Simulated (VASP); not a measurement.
Wanted: the native input for a VASP 6.6.1 run.

```yaml
Task: single point
Functional: PBEsol
Potentials_or_basis: VASP PAW PBE potentials, release 64 (Sr_sv, O)
Cutoff: 520 eV
k_mesh: 10 × 10 × 6
Occupations: gaussian, width 0.05 eV
Spin: no spin polarisation
Dipole_correction: no
Further_INCAR_settings: ALGO = Normal; EDIFF = 1e-07; NBANDS = 24
```

The structure of SrO lies in POSCAR:

```
SrO
1.0
    3.5366159298      0.0000000000      0.0000000000
   -1.7683079649      3.0627992387      0.0000000000
    0.0000000000      0.0000000000      6.2130036067
Sr O
2 2
Direct
    0.0000000000      0.0000000000      0.0000000000
    0.0000000000      0.0000000000      0.5000000000
    0.3333333333      0.6666666667      0.2500000000
    0.6666666667      0.3333333333      0.7500000000
```

These files were run (other wordings do the same):

INCAR

```
SYSTEM = SrO
ALGO = Normal
EDIFF = 1E-7
ENCUT = 520
GGA = PS
ISIF = 2
ISMEAR = 0
LASPH = .True.
LCHARG = .False.
LREAL = .False.
LWAVE = .False.
NBANDS = 24
NELM = 60
PREC = Accurate
SIGMA = 0.05
```

KPOINTS

```
k-points
0
Gamma
  10 10 6
  0 0 0
```

Potentials or basis: VASP PAW PBE potentials, release 64 (Sr_sv, O).

The run is started by

```bash
$ cat potpaw_PBE.64/Sr_sv/POTCAR potpaw_PBE.64/O/POTCAR > POTCAR
$ mpirun -np 1 vasp_std > vasp.out
```

Results of the run:

```json
{"Pressure": "0.7 GPa", "Band gap on the k mesh": "3.33 eV, direct"}
```

Caveat: the PAW data sets were made with another functional, which shifts forces and pressure a little.

Wall time 2.4 min on 1 thread of Intel(R) Xeon(R) Platinum 8488C (Sapphire Rapids), on a shared host, peak memory 0.23 GiB.
